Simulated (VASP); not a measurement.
A run of VASP 6.6.1:

Contents of INCAR:

```
SYSTEM = AlO2
ALGO = Normal
EDIFF = 1E-6
ENCUT = 520
GGA = PE
ISIF = 2
ISMEAR = 0
LASPH = .TRUE.
LCHARG = .TRUE.
LELF = .TRUE.
LREAL = .FALSE.
LVHAR = .TRUE.
LWAVE = .FALSE.
NBANDS = 24
NELM = 60
PREC = Accurate
SIGMA = 0.1
```

KPOINTS

```
k-points
0
G
  4 4 4
  0 0 0
```

Contents of POSCAR:

```
AlO2
1.0
    4.2572407500      0.0000000000      0.0000000000
    0.0000000000      4.2572407500      0.0000000000
    0.0000000000      0.0000000000      3.9501180200
Al O
2 4
Direct
    0.0000000000      0.0000000000      0.5000000000
    0.5000000000      0.5000000000      0.0000000000
    0.5987829600      0.0987829600      0.2500000000
    0.4012170400      0.9012170400      0.2500000000
    0.0987829600      0.4012170400      0.7500000000
    0.9012170400      0.5987829600      0.7500000000
```

Potentials or basis: VASP PAW PBE potentials, release 64 (Al, O).

Run with:

```console
$ cat potpaw_PBE.64/Al/POTCAR potpaw_PBE.64/O/POTCAR > POTCAR
$ mpirun -np 1 vasp_std > vasp.out
```

Hardware: 1 thread of AMD EPYC 7R13 Processor (Zen 3) (shared host).

Problem. Estimate the wall time of this run.

Solution. It took 19 s on 1 thread of AMD EPYC 7R13 Processor (Zen 3), on a shared host, peak memory 0.15 GiB. Counts: scf iterations 13, k points 18.
